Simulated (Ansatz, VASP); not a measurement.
V in VASP and in Ansatz

```
V
1.0
     0.00000    1.88621    1.88621
     1.88621    0.00000    1.88621
     1.88621    1.88621    0.00000
V
1
Direct
  0.00000 0.00000 0.00000
```

Alike in both runs: functional PBEsol; k mesh 8 × 8 × 8; occupations gaussian, width 0.1 eV; collinear spin.

Ansatz relaxed the structure, and its values are those at the end. VASP's run is a single point on that final structure, the one shown.

|  | VASP | Ansatz |
| --- | --- | --- |
| version | VASP 6.6.1 | Ansatz 0.2.0 |
| potentials or method | VASP PAW PBE potentials, release 64 (V_sv), cutoff 500 eV | scalar-relativistic, plane waves, PAW |
| valence electrons in the cell | 13 | 13 |

```csv
,VASP,Ansatz,Ansatz less VASP
gap on the k mesh at the Fermi level (eV),none,none,-
pressure (GPa),0.0,-0.1,-0.05
net moment per atom (μB),0.00,0.00,0.000
```

VASP's potentials were made for PBE, not for PBEsol. A gap of «none» marks a metal or a gap that the smearing closes. The functional is the same, so the differences come from potentials, cutoffs and numerics. Ansatz's warnings: given moment on shells, seeded moment not kept.

The k mesh is coarse, so the values compare programs but aren't converged.
